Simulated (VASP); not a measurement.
Input of a VASP 6.6.1 run:

Contents of INCAR:

```
SYSTEM = SnO2
ALGO = Normal
EDIFF = 1E-7
ENCUT = 520
GGA = PE
ISIF = 2
ISMEAR = -1
ISYM = 0
LASPH = .True.
LCHARG = .False.
LREAL = Auto
LWAVE = .False.
NBANDS = 107
NELM = 60
PREC = Accurate
SIGMA = 0.05
```

File KPOINTS:

```
k-points
0
Gamma
  1 1 1
  0 0 0
```

POSCAR

```
SnO2
1.0
    6.8133110000     -0.0677660000     -0.0220850000
   -0.0677660000      6.5981650000     -0.0994380000
   -0.0220850000     -0.0994380000      6.3785550000
Sn O
7 14
Direct
    0.8189494459      0.7363875501      0.8576060571
    0.9758464831      0.3079132649      0.6836552869
    0.6123382473      1.0094267299      0.5033327870
    0.3321756783      0.7984645533      0.1010846215
    0.4893419969      0.3022020181      0.9942580227
    0.9802265940      0.1695879884      0.1167913101
    0.4034062035      0.5537287893      0.5309910958
    0.8322890524      0.2197511124      0.4043242889
    0.8142892663      0.0431985472      0.7966774850
    0.4896636741      0.6666551857      0.8527661956
    0.2156257671      0.2268825829      0.3592250667
    0.1974214218      0.2112849642      0.9254067428
    0.5726483444      0.0298327497      0.1177549535
    0.0302340419      0.8489022195      0.0913843116
    0.1790298488      0.1350323414      0.5598114652
    0.0954993023      0.5717447434      0.6735609015
    0.8375290697      0.4226669645      0.9692811283
    0.7096805254      0.7191559609      0.5467877481
    0.5362475628      0.3029043848      0.6695403949
    0.3589720918      0.8486050425      0.4376695798
    0.4218593504      0.5228552237      0.2191145865
```

Potentials or basis: VASP PAW PBE potentials, release 64 (Sn_d, O).

Launch:

```bash
$ cat potpaw_PBE.64/Sn_d/POTCAR potpaw_PBE.64/O/POTCAR > POTCAR
$ mpirun -np 1 vasp_gam > vasp.out
```

Q: What does it give for the pressure?

A: 2.9 GPa.

Q: Predict the band gap on the k mesh.

A: 1.81 eV.

Q: Estimate the largest force.

A: 3.405 eV/Å.

Forces on the atoms (eV/Å):
```
Sn   0.456 -0.386 -0.668
Sn  -0.956 -1.373 -0.680
Sn   0.741  1.372 -0.256
Sn   0.442  0.771  0.261
Sn   0.195  0.313 -0.507
Sn  -0.828 -0.449  3.272
Sn  -0.254  0.194  2.181
O   -1.495 -0.504 -0.662
O    0.160 -0.039 -0.102
O   -0.284  0.004  0.862
O   -0.022  0.062 -0.851
O    1.414  0.240 -0.161
O   -0.664 -0.084  0.722
O   -0.026 -0.212 -0.179
O    0.838 -0.215 -0.533
O    1.195  1.930 -0.230
O   -0.909 -0.019  0.229
O    0.078 -0.167 -0.355
O   -0.002 -0.572 -0.437
O   -0.150 -0.437 -0.832
O    0.070 -0.429 -1.075
```

Caveat: the k points lie up to 0.99 Å⁻¹ apart; spin-orbit coupling is left out, which moves the levels of the heavy elements.
